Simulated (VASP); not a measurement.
TmGa3Hg3As2N4: single point with PBE

The system is TmGa3Hg3As2N4.

```
Tm Ga Hg As N
1.0
     3.07945    0.00000    0.00000
     0.00000    4.11233    0.00000
     0.00000    0.00000   22.84594
Tm Ga Hg As N
1 3 3 2 4
Direct
  0.00000 0.00000 0.03091
  0.00000 0.00000 0.16161
  0.00000 0.00000 0.27575
  0.00000 0.00000 0.72785
  0.00000 0.00000 0.39468
  0.00000 0.00000 0.51921
  0.00000 0.00000 0.89705
  0.00000 0.50000 0.64466
  0.00000 0.50000 0.79536
  0.00000 0.50000 0.07123
  0.00000 0.50000 0.25416
  0.00000 0.50000 0.56948
  0.00000 0.50000 0.01521
```

- Program: VASP 6.6.1
- Task: single point
- Functional: PBE
- Potentials or basis: VASP PAW PBE potentials, release 64 (Tm, Ga_d, Hg, As, N)
- Cutoff: 520 eV
- k mesh: 5 × 3 × 1
- Occupations: gaussian, width 0.15 eV
- Spin: no spin polarisation

| Property | Result |
| --- | --- |
| Pressure | 0.4 GPa |
| Largest force | 1.482 eV/Å |
| Band gap on the k mesh | zero (band 64 reaches 2.30 eV, above the bottom of band 65 at 2.12 eV) |

Forces in eV/Å, atoms in the order of the input:
```
Tm   0.000  0.000  1.114
Ga   0.000  0.000  0.010
Ga   0.000  0.000  0.067
Ga   0.000  0.000  0.048
Hg   0.000  0.000  0.000
Hg   0.000  0.000 -0.002
Hg   0.000  0.000 -0.081
As   0.000  0.000  0.291
As   0.000  0.000 -0.033
N    0.000  0.000 -1.482
N    0.000  0.000 -0.211
N    0.000  0.000 -0.316
N    0.000  0.000  0.597
```

Stress tensor (GPa, compression positive):
```
 0.31  0.00  0.00
 0.00  0.84  0.00
 0.00  0.00 -0.05
```

Levels at points of the mesh, in eV from the Fermi level:
```
           k point  band 60  band 61  band 62  band 63  band 64  band 65  band 66  band 67  band 68  band 69
(0.00, 0.00, 0.00)    -0.29    -0.25    -0.23    -0.14    -0.10    -0.02     0.21     0.39     1.17     1.72
```

It took 24 min on 1 thread of Intel(R) Xeon(R) Platinum 8259CL CPU @ 2.50GHz (Skylake/Cascade Lake), with other jobs on the host, peak memory 0.46 GiB.

Caveat: the k points lie up to 0.51 Å⁻¹ apart; spin-orbit coupling is left out, which moves the levels of the heavy elements; the run has no spin polarisation, though such a crystal can be magnetic; without U or exact exchange the open f shell lies at the Fermi level, which spoils levels, moments and volumes; forces of over 1 eV/Å act on the atoms, so gaps and moduli don't describe the material at rest. Spin polarisation is off, so any magnetic state and its effect on volume and gap are missing.
